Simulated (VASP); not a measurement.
# Ta2N (P-3m1) in VASP: further runs

Ta2N is run at these levels: PBEsol; tasks: single point.

Program: VASP 6.6.1. These are calculated values, not measurements. Logs are shortened: lines on timing, memory, paths and dates and some standing lists are left out, and cuts for length are marked.

**1. The cell of the first run**

Symmetry: P-3m1, No. 164, trigonal system. The conventional cell has a = 3.113 Å, b = 3.113 Å, c = 4.870 Å, α = 90.00°, β = 90.00°, γ = 120.00°. Ta (site symmetry 3m) has 3 N at 2.18 Å within 2.9 Å. Within 2.9 Å of N (site symmetry -3m) lie 6 Ta at 2.18 Å.

**2. Single point, PBEsol, collinear spin, ferromagnetic start**

Input file INCAR:

```
PREC     = Accurate       # precision mode
ENCUT    = 520            # plane-wave cutoff, eV
EDIFF    = 1E-6           # SCF threshold, eV
ISMEAR   = 0              # smearing method
SIGMA    = 0.1            # smearing width, eV
LREAL    = False          # projectors in reciprocal space
LASPH    = True           # aspherical terms in the spheres
NELM     = 150            # most SCF steps
ALGO     = Normal         # electronic algorithm
ISIF     = 2              # what is computed and relaxed
LWAVE    = False          # write WAVECAR
LCHARG   = False          # write CHGCAR
ISPIN    = 2              # spin polarisation
MAGMOM   = 1 1 0          # initial moments
LORBIT   = 11             # projections on sites
LMAXMIX  = 4              # l up to which the mixer works
GGA      = PS             # functional
NBANDS   = 24             # bands
```

Input file KPOINTS:

```
regular mesh
0
Gamma
  6 6 4
```

Input file POSCAR:

```
Ta2N
1.0
    3.1128615060      0.0000000000      0.0000000000
   -1.5564307530      2.6958171426      0.0000000000
    0.0000000000      0.0000000000      4.8698410000
Ta N
2 1
Direct
    0.6666666700      0.3333333300      0.7452890000
    0.3333333300      0.6666666700      0.2547110000
    0.0000000000      0.0000000000      0.0000000000
```

Potentials or basis: VASP PAW PBE potentials, release 64 (Ta_pv, N).

Run with:

```bash
> cat potpaw_PBE.64/Ta_pv/POTCAR potpaw_PBE.64/N/POTCAR > POTCAR
> mpirun -np 1 vasp_std > vasp.out
```

OUTCAR:

```text
PREC = Accurate
   ENCUT = 520
   EDIFF = 1E-6
   ISMEAR = 0
   LREAL = False
   LASPH = True
   NELM = 150
   ISIF = 2
   ISPIN = 2
   LORBIT = 11
   GGA = PS

 ion  position               nearest neighbor table
   1  0.667  0.333  0.745-   3 2.18   3 2.18   3 2.18   2 2.99   2 2.99   2 2.99   2 3.06   2 3.06
                             2 3.06
   2  0.333  0.667  0.255-   3 2.18   3 2.18   3 2.18   1 2.99   1 2.99   1 2.99   1 3.06   1 3.06
                             1 3.06
   3  0.000  0.000  0.000-   1 2.18   2 2.18   2 2.18   1 2.18   1 2.18   2 2.18

  LATTYP: Found a hexagonal cell.
 ALAT       =     3.1128615060
 C/A-ratio  =     1.5644258476

  Lattice vectors:

 A1 = (   3.1128615060,   0.0000000000,   0.0000000000)
 A2 = (  -1.5564307530,   2.6958171426,   0.0000000000)
 A3 = (   0.0000000000,   0.0000000000,   4.8698410000)

Analysis of symmetry for initial positions (statically):
=====================================================================
 Subroutine PRICEL returns:
 Original cell was already a primitive cell.

 Routine SETGRP: Setting up the symmetry group for a
 hexagonal supercell.

 Subroutine GETGRP returns: Found 12 space group operations
 (whereof 12 operations were pure point group operations)
 out of a pool of 24 trial point group operations.

The static configuration has the point symmetry D_3d.

Analysis of symmetry for dynamics (positions and initial velocities):
=====================================================================
 Subroutine PRICEL returns:
 Original cell was already a primitive cell.

 Routine SETGRP: Setting up the symmetry group for a
 hexagonal supercell.

 Subroutine GETGRP returns: Found 12 space group operations
 (whereof 12 operations were pure point group operations)
 out of a pool of 24 trial point group operations.

The dynamic configuration has the point symmetry D_3d.

Analysis of structural, dynamic, and magnetic symmetry:
=====================================================================
 Subroutine PRICEL returns:
 Original cell was already a primitive cell.

 Routine SETGRP: Setting up the symmetry group for a
 hexagonal supercell.

 Subroutine GETGRP returns: Found 12 space group operations
 (whereof 12 operations were pure point group operations)
 out of a pool of 24 trial point group operations.

The overall configuration has the point symmetry D_3d.

 Subroutine INISYM returns: Found 12 space group operations
 (whereof 12 operations are pure point group operations),
 and found     1 'primitive' translations

----------------------------------------------------------------------------------------

                                     Primitive cell

  volume of cell :      40.8663

  direct lattice vectors                    reciprocal lattice vectors
     3.112861506  0.000000000  0.000000000     0.321247829  0.185472520  0.000000000
    -1.556430753  2.695817143  0.000000000     0.000000000  0.370945041  0.000000000
     0.000000000  0.000000000  4.869841000     0.000000000  0.000000000  0.205345513

  length of vectors
     3.112861506  3.112861506  4.869841000     0.370945041  0.370945041  0.205345513

  position of ions in fractional coordinates (direct lattice)
     0.666666670  0.333333330  0.745289000
     0.333333330  0.666666670  0.254711000
     0.000000000  0.000000000  0.000000000

  ion indices of the primitive-cell ions
   primitive index   ion index
                 1           1
                 2           2
                 3           3

----------------------------------------------------------------------------------------

 KPOINTS: regular mesh

Automatic generation of k-mesh.
 Grid dimensions read from file:
 generate k-points for:    6    6    4

 Generating k-lattice:

  Cartesian coordinates                     Fractional coordinates (reciprocal lattice)
     0.053541305  0.030912087  0.000000000     0.166666667  0.000000000  0.000000000
     0.000000000  0.061824173  0.000000000     0.000000000  0.166666667  0.000000000
     0.000000000  0.000000000  0.051336378     0.000000000  0.000000000  0.250000000

  Length of vectors
     0.061824173  0.061824173  0.051336378

  Shift w.r.t. Gamma in fractional coordinates (k-lattice)
     0.000000000  0.000000000  0.000000000

 Subroutine IBZKPT returns following result:
 ===========================================

 Found     24 irreducible k-points:

 Following reciprocal coordinates:
            Coordinates               Weight
  0.000000  0.000000  0.000000      1.000000
  0.166667  0.000000  0.000000      6.000000
  0.333333 -0.000000  0.000000      6.000000
  0.500000  0.000000  0.000000      3.000000
  0.166667  0.166667  0.000000      6.000000
  0.333333  0.166667  0.000000     12.000000
[... 16 lines left out ...]
  0.333333  0.166667  0.500000     12.000000
  0.333333  0.333333  0.500000      2.000000
   k-points           NKPTS =     24   k-points in BZ     NKDIM =     24   number of bands    NBANDS=     24
   number of dos      NEDOS =    301   number of ions     NIONS =      3
   total plane-waves  NPLWV =  20736
   dimension x,y,z NGX =    24 NGY =   24 NGZ =   36
   dimension x,y,z NGXF=    48 NGYF=   48 NGZF=   72
   ions per type =               2   1
   NGX,Y,Z   is equivalent  to a cutoff of  12.82, 12.82, 12.29 a.u.
   NGXF,Y,Z  is equivalent  to a cutoff of  25.63, 25.63, 24.58 a.u.
 SYSTEM =  unknown system
   PREC   = accura    normal or accurate (medium, high low for compatibility)
   ISTART =      0    job   : 0-new  1-cont  2-samecut
   ICHARG =      2    charge: 1-file 2-atom 10-const
   ISPIN  =      2    spin polarized calculation?
   LNONCOLLINEAR =      F non collinear calculations
   LSORBIT =      F    spin-orbit coupling
   LASPH  =      T    aspherical Exc in radial PAW
   ENCUT  =  520.0 eV  38.22 Ry    6.18 a.u.   5.79  5.79  9.05*2*pi/ulx,y,z
   NELM   =    150;   NELMIN=  2; NELMDL= -5     # of ELM steps
   EDIFF  = 0.1E-05   stopping-criterion for ELM
   LREAL  =      F    real-space projection
   EDIFFG = 0.1E-04   stopping-criterion for IOM
   NSW    =      0    number of steps for IOM
   IBRION =     -1    ionic relax: 0-MD 1-quasi-New 2-CG
   NFREE  =      0    steps in history (QN), initial steepest desc. (CG)
   ISIF   =      2    stress and relaxation
   ISYM   =      2    0-nonsym 1-usesym 2-fastsym
   POTIM  = 0.5000    time-step for ionic-motion
   TEBEG  =    0.0;   TEEND  =   0.0 temperature during run
   PSTRESS=    0.0 pullay stress
   NELECT =      27.0000    total number of electrons
   NUPDOWN=      -1.0000    fix difference up-down
   EMIN   =  10.00;   EMAX   =-10.00  energy-range for DOS
   EFERMI =   0.00;   METHOD = LEGACY
   ISMEAR =     0;   SIGMA  =   0.10  broadening in eV -4-tet -1-fermi 0-gaus
   EFERMI_NEDOS =   21; number of points for ismear=-14 and -15
   IALGO  =     38    algorithm
   IMIX   =      4    mixing-type and parameters
     AMIX     =   0.40;   BMIX     =  1.00
     AMIX_MAG =   1.60;   BMIX_MAG =  1.00
  volume/ion in A,a.u.               =      13.62        91.93
  Fermi-wavevector in a.u.,A,eV,Ry     =   1.425852  2.694469 27.661374  2.033054
  Thomas-Fermi vector in A             =   2.546192
   LORBIT       =     11    0 simple, 1 ext, 2 COOP (PROOUT), +10 PAW based schemes
   GGA     = PS    functional components
   LHFCALC =     F    Hartree Fock is set to
   AEXX    =    0.0000 exact exchange contribution
   IVDW    =     0    specifies the selected vdW correction
   LEPSILON=     F    determine dielectric tensor
   LRPA    =     F    only Hartree local field effects (RPA)
 spin polarized calculation
 Gauss-broadening in eV      SIGMA  =   0.10
  energy-cutoff  :      520.00
  volume of cell :       40.87
 maximum number of plane-waves:      1112
 NGX is ok and might be reduce to    24
   NGX = 11   NGY = 11   NGZ = 19

 number of electron      26.9999996 magnetization      -0.0000747

 number of electron      26.9999996 magnetization       0.0000910

 Free energy of the ion-electron system (eV)
  ---------------------------------------------------
  ext. energy  EPLUGINS =         0.00000000
  ---------------------------------------------------
  free energy    TOTEN  =       -36.45330985 eV

  energy without entropy =      -36.44751282  energy(sigma->0) =      -36.45041133

 E-fermi :   7.3790     XC(G=0): -12.9758

 val. band max:        7.3785838959   @ k =   0.1667   0.0000   0.2500
 cond. band min:       7.4530832739   @ k =   0.3333  -0.0000   0.5000
 fundamental gap:      0.0744993780
 Fermi energy:         7.3790187028

 spin component 1

 k-point     1 :       0.0000    0.0000    0.0000
  band No.  band energies     occupation
      1     -28.3352      1.00000
      2     -27.6138      1.00000
      3     -27.6138      1.00000
      4     -27.4874      1.00000
      5     -27.4874      1.00000
      6     -27.3732      1.00000
[... 16 lines left out ...]
     23      17.1848      0.00000
     24      20.4263      0.00000
[... 597 lines left out ...]
      1     -28.1315      1.00000
      2     -28.1315      1.00000
      3     -28.0101      1.00000
      4     -27.9599      1.00000
      5     -27.5387      1.00000
      6     -27.5387      1.00000
[... 16 lines left out ...]
     23      18.8198      0.00000
     24      18.8198      0.00000
 Fermi energy:         7.3790187028

 spin component 2

 k-point     1 :       0.0000    0.0000    0.0000
  band No.  band energies     occupation
      1     -28.3352      1.00000
      2     -27.6137      1.00000
      3     -27.6137      1.00000
      4     -27.4874      1.00000
      5     -27.4874      1.00000
      6     -27.3732      1.00000
[... 16 lines left out ...]
     23      17.1848      0.00000
     24      20.4262      0.00000
[... 598 lines left out ...]
      2     -28.1315      1.00000
      3     -28.0100      1.00000
      4     -27.9599      1.00000
      5     -27.5387      1.00000
      6     -27.5387      1.00000
[... 16 lines left out ...]
     23      18.8198      0.00000
     24      18.8199      0.00000

------------------------ aborting loop because EDIFF is reached ----------------------------------------

  FORCE on cell =-STRESS in cart. coord.  units (eV):
  Direction    XX          YY          ZZ          XY          YZ          ZX
  --------------------------------------------------------------------------------------
  -------------------------------------------------------------------------------------
  Total       -2.1820507     -2.1820507     -2.1966504      0.0000000      0.0000000      0.0000000
  in kB      -85.5481085    -85.5481085    -86.1204941      0.0000000      0.0000000      0.0000000
  external PRESSURE =     -85.7389037 kB  Pullay stress =       0.0000000 kB

 VOLUME and BASIS-vectors are now :
 -----------------------------------------------------------------------------
  energy-cutoff  :      520.00
  volume of cell :       40.87
      direct lattice vectors                 reciprocal lattice vectors
     3.112861506  0.000000000  0.000000000     0.321247829  0.185472520  0.000000000
    -1.556430753  2.695817143  0.000000000     0.000000000  0.370945041  0.000000000
     0.000000000  0.000000000  4.869841000     0.000000000  0.000000000  0.205345513

 POSITION                                       TOTAL-FORCE (eV/Angst)
 -----------------------------------------------------------------------------------
      1.55643      0.89861      3.62944         0.000000     -0.000000      0.503944
     -0.00000      1.79721      1.24040        -0.000000      0.000000     -0.503944
      0.00000      0.00000      0.00000         0.000000      0.000000      0.000000
 -----------------------------------------------------------------------------------
    total drift:                               -0.000000     -0.000000      0.000000

  FREE ENERGIE OF THE ION-ELECTRON SYSTEM (eV)
  ---------------------------------------------------
  free  energy   TOTEN  =       -36.4533098450 eV

  energy  without entropy=      -36.4475128183  energy(sigma->0) =      -36.45041133

 total charge

# of ion       s       p       d       tot
------------------------------------------
    1        0.311   6.220   2.350   8.882
    2        0.311   6.220   2.350   8.882
    3        1.236   2.488   0.000   3.724
--------------------------------------------------
tot          1.859  14.929   4.700  21.488

 magnetization (x)

# of ion       s       p       d       tot
------------------------------------------
    1       -0.000   0.000   0.000   0.000
    2       -0.000   0.000   0.000   0.000
    3        0.000   0.000   0.000   0.000
--------------------------------------------------
tot         -0.000   0.000   0.000   0.000
```

Run time: 37 s. Hardware: 1 thread of Intel Xeon Platinum 8259CL at 2.50GHz (Skylake/Cascade Lake), shared host; peak memory 0.19 GiB.

What came out:

```
Free energy                                           : -36.4533 eV
Pressure                                              : -8.6 GPa
Largest force                                         : 0.504 eV/Å
Net moment                                            : 0.00 μB per cell
Valence electrons inside the program's atomic spheres : Ta 8.88; N 3.72
```

Forces on the atoms (eV/Å):
```
Ta   0.000  0.000  0.504
Ta   0.000  0.000 -0.504
N    0.000  0.000  0.000
```

Caveat: the k points lie up to 0.39 Å⁻¹ apart; the PAW data sets were made with another functional, which shifts forces and pressure a little; spin-orbit coupling is left out, which moves the levels of the heavy elements.

**3. Single point, PBEsol (strained and its atoms moved)**

Input file INCAR:

```
PREC = Accurate
ENCUT = 520
EDIFF = 1E-6
ISMEAR = 0
SIGMA = 0.1
LREAL = F
LASPH = T
NELM = 60
ALGO = Normal
ISIF = 2
LWAVE = F
LCHARG = T
GGA = PS
LELF = T
LVHAR = T
NBANDS = 20
```

Input file KPOINTS:

```
Automatic mesh
0
Gamma
  15 15 10
```

Input file POSCAR:

```
Ta2N
1.0
    3.0610946192      0.0000000000      0.0000000000
   -1.5305473096      2.6509857035      0.0000000000
    0.0000000000      0.0000000000      5.0810460042
Ta N
2 1
Direct
    0.6666666700      0.3333333300      0.7377441241
    0.3333333300      0.6666666700      0.2622558759
    0.0000000000      0.0000000000      0.0000000000
```

Potentials or basis: VASP PAW PBE potentials, release 64 (Ta_pv, N).

Run with:

```bash
> cat potpaw_PBE.64/Ta_pv/POTCAR potpaw_PBE.64/N/POTCAR > POTCAR
> mpirun -np 1 vasp_std > vasp.out
```

It took 67 s on 1 thread of Intel Xeon 6975P-C (Granite Rapids), shared host; peak memory 0.29 GiB.

It converged, with:

```yaml
Free_energy: -36.3579 eV
Pressure: -12.3 GPa
Largest_force: 0.852 eV/Å
```

Forces in eV/Å, atoms in the order of the input:
```
Ta   0.000  0.000  0.852
Ta   0.000  0.000 -0.852
N    0.000  0.000  0.000
```

Stress tensor (GPa, compression positive):
```
 -9.67   0.00   0.00
  0.00  -9.67   0.00
  0.00   0.00 -17.61
```

Levels at points of the mesh, in eV from the Fermi level:
```
           k point  band 11  band 12  band 13  band 14  band 15  band 16
(0.00, 0.00, 0.00)    -5.18    -1.05    -0.22    -0.22    -0.02     0.78
(0.00, 0.00, 0.50)    -3.48    -2.66    -0.85    -0.85     1.42     2.28
```

Caveat: the cell differs from its parent crystal (strained and its atoms moved); the PAW data sets were made with another functional, which shifts forces and pressure a little; spin-orbit coupling is left out, which moves the levels of the heavy elements.

**4. Single point, PBEsol (strained and its atoms moved)**

Input file INCAR:

```
PREC = Accurate
ENCUT = 520
EDIFF = 1E-6
ISMEAR = 0
SIGMA = 0.1
LREAL = False
LASPH = True
NELM = 100
ALGO = Normal
ISIF = 2
LWAVE = False
LCHARG = False
GGA = PS
NBANDS = 20
```

KPOINTS is that of step 3.

Input file POSCAR:

```
Ta2N
1.0
    3.1681459263      0.0000000000      0.0000000000
   -1.5840729632      2.7436948551      0.0000000000
    0.0000000000      0.0000000000      5.0293769912
Ta N
2 1
Direct
    0.6666666700      0.3333333300      0.7704385864
    0.3333333300      0.6666666700      0.2295614136
    0.0000000000      0.0000000000      0.0000000000
```

Run with:

```bash
> cat potpaw_PBE.64/Ta_pv/POTCAR potpaw_PBE.64/N/POTCAR > POTCAR
> mpirun -np 1 vasp_std > vasp.out
```

Run time: 78 s. Hardware: 1 thread of Intel Xeon 6975P-C (Granite Rapids), shared host; peak memory 0.3 GiB.

Results (log left out):

```
Free energy   : -36.0301 eV
Pressure      : -15.3 GPa
Largest force : 1.681 eV/Å
```

Forces in eV/Å, atoms in the order of the input:
```
Ta   0.000  0.000 -1.681
Ta   0.000  0.000  1.681
N    0.000  0.000  0.000
```

Stress tensor (GPa, compression positive):
```
-13.01   0.00   0.00
  0.00 -13.01   0.00
  0.00   0.00 -19.80
```

Levels at points of the mesh, in eV from the Fermi level:
```
           k point  band 10  band 11  band 12  band 13  band 14  band 15  band 16  band 17
(0.00, 0.00, 0.00)    -6.64    -4.64    -0.67    -0.67    -0.41     0.60     0.60     0.89
(0.00, 0.00, 0.50)    -6.72    -2.95    -1.80    -1.14    -1.14     1.14     1.66     1.76
```

Caveat: the cell differs from its parent crystal (strained and its atoms moved); the PAW data sets were made with another functional, which shifts forces and pressure a little; spin-orbit coupling is left out, which moves the levels of the heavy elements.

**5. Single point, PBEsol (strained)**

Input file INCAR:

```
SYSTEM = Ta2N
  PREC = Accurate
  ENCUT = 520
  EDIFF = 1E-6
  ISMEAR = 0
  SIGMA = 0.1
  LREAL = .FALSE.
  LASPH = .TRUE.
  NELM = 80
  ALGO = Normal
  ISIF = 2
  LWAVE = .FALSE.
  LCHARG = .FALSE.
  GGA = PS
  NBANDS = 20
```

Input file KPOINTS:

```
regular mesh
0
G
  15 15 10
  0 0 0
```

Input file POSCAR:

```
Ta2N
1.0
    3.1989321266      0.0000000000      0.0000000000
   -1.5994660633      2.7703564866      0.0000000000
    0.0000000000      0.0000000000      5.1505873336
Ta N
2 1
Direct
    0.6666666700      0.3333333300      0.7301992481
    0.3333333300      0.6666666700      0.2698007519
    0.0000000000      0.0000000000      0.0000000000
```

Run with:

```bash
> cat potpaw_PBE.64/Ta_pv/POTCAR potpaw_PBE.64/N/POTCAR > POTCAR
> mpirun -np 1 vasp_std > vasp.out
```

Wall time 67 s (1 thread of Intel Xeon 6975P-C (Granite Rapids), shared host); peak memory 0.31 GiB.

The run converged. Its results:

- Free energy: -35.6263 eV
- Pressure: -32.4 GPa
- Largest force: 1.890 eV/Å

Forces on the atoms (eV/Å):
```
Ta   0.000  0.000  1.890
Ta   0.000  0.000 -1.890
N    0.000  0.000  0.000
```

Stress tensor (GPa, compression positive):
```
-31.56   0.00   0.00
  0.00 -31.56   0.00
  0.00   0.00 -34.08
```

Levels at points of the mesh, in eV from the Fermi level:
| k point | band 11 | band 12 | band 13 | band 14 | band 15 | band 16 |
| --- | --- | --- | --- | --- | --- | --- |
| (0.00, 0.00, 0.00) | -4.68 | -0.62 | -0.31 | -0.31 | -0.17 | 0.62 |
| (0.00, 0.00, 0.50) | -3.23 | -2.33 | -0.86 | -0.86 | 1.41 | 1.79 |

Caveat: the cell differs from its parent crystal (strained); the PAW data sets were made with another functional, which shifts forces and pressure a little; spin-orbit coupling is left out, which moves the levels of the heavy elements.

**6. Summary**

| spin | cell | k mesh | gap on the mesh (eV) | pressure (GPa) | largest force (eV/Å) |
| --- | --- | --- | --- | --- | --- |
| collinear, ferromagnetic start | a = 3.113, b = 3.113, c = 4.870 Å, angles 90.0, 90.0, 120.0°, 3 atoms | 6 × 6 × 4 | none | -8.6 | 0.50 |
| off | a = 3.061, b = 3.061, c = 5.081 Å, angles 90.0, 90.0, 120.0°, 3 atoms | 15 × 15 × 10 | none | -12.3 | 0.85 |
| off | a = 3.168, b = 3.168, c = 5.029 Å, angles 90.0, 90.0, 120.0°, 3 atoms | 15 × 15 × 10 | none | -15.3 | 1.68 |
| off | a = 3.199, b = 3.199, c = 5.151 Å, angles 90.0, 90.0, 120.0°, 3 atoms | 15 × 15 × 10 | none | -32.4 | 1.89 |

Alike in all rows: task single point; level PBEsol; potentials or basis VASP PAW PBE potentials, release 64 (Ta_pv, N); cutoff (eV) 520; smearing gaussian 0.1 eV.

Caveats: some runs use coarse meshes; the PAW data sets were made with another functional, which shifts forces and pressure a little; spin-orbit coupling is left out, which moves the levels of the heavy elements.

Absolute energies hang on the potentials; compare differences alone.
